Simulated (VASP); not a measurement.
Runs of VASP 6.6.1 on MnCu. The structure is that of space group R-3m (No. 166), or close to it. The cells are those of the table. 

```csv
spin,cell,k mesh,cutoff (eV),gap on the mesh (eV),pressure (GPa),moment (μB)
"collinear, ferromagnetic start","a = 4.555 Å, angles 32.6°, 2 atoms",18 × 18 × 18,600,none,(a),2.62
"collinear, ferromagnetic start","a = 4.451 Å, angles 33.6°, 2 atoms",12 × 12 × 12,520,none,2.8,2.56
"collinear, ferromagnetic start","a = 4.555 Å, angles 32.6°, 2 atoms",18 × 18 × 18,520,none,0.7,2.62
off,"a = 4.813 Å, angles 32.6°, 2 atoms",18 × 18 × 18,520,none,(b),-
```

Alike in all rows: task single point; level PBE; potentials or basis VASP PAW PBE potentials, release 64 (Mn_pv, Cu); smearing gaussian 0.1 eV.

Fill in the values left out.

(a) 0.6; (b) -27.1.

Caveats: the cell stands under tension (at least some runs).

A gap of «none» marks levels without a gap at the run's occupations.
